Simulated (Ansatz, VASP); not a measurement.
## Two plane-wave programs on AlNi

```
CELL_PARAMETERS angstrom
2.14474 -2.14471 0.00000
2.14474 2.14471 0.00000
0.00000 0.00000 2.97780
ATOMIC_POSITIONS crystal
Al 0.00000 0.00000 0.00000
Ni 0.50000 0.50000 0.50000
```

Alike in both runs: task single point; functional PBE; k mesh 16 × 16 × 16; occupations gaussian, width 0.15 eV; no spin polarisation.

```csv
,VASP,Ansatz
version,VASP 6.6.1,Ansatz 0.2.0
potentials or method,"VASP PAW PBE potentials, release 64 (Al, Ni), cutoff 520 eV","scalar-relativistic, plane waves, PAW"
valence electrons in the cell,13,21
```

|  | VASP | Ansatz | Ansatz less VASP |
| --- | --- | --- | --- |
| gap on the k mesh at the Fermi level (eV) | none | none | - |
| pressure (GPa) | -15.0 | -15.0 | -0.02 |
| traceless stress, the component that is largest in VASP (GPa) | 0.64 | 0.63 | -0.013 |

A gap of «none» marks a metal or a gap that the smearing closes. VASP's potentials hold 13 valence electrons a cell and Ansatz's 21, so a difference there can come from the potentials and not from the codes. Ansatz's warnings: near symmetry operations not taken.
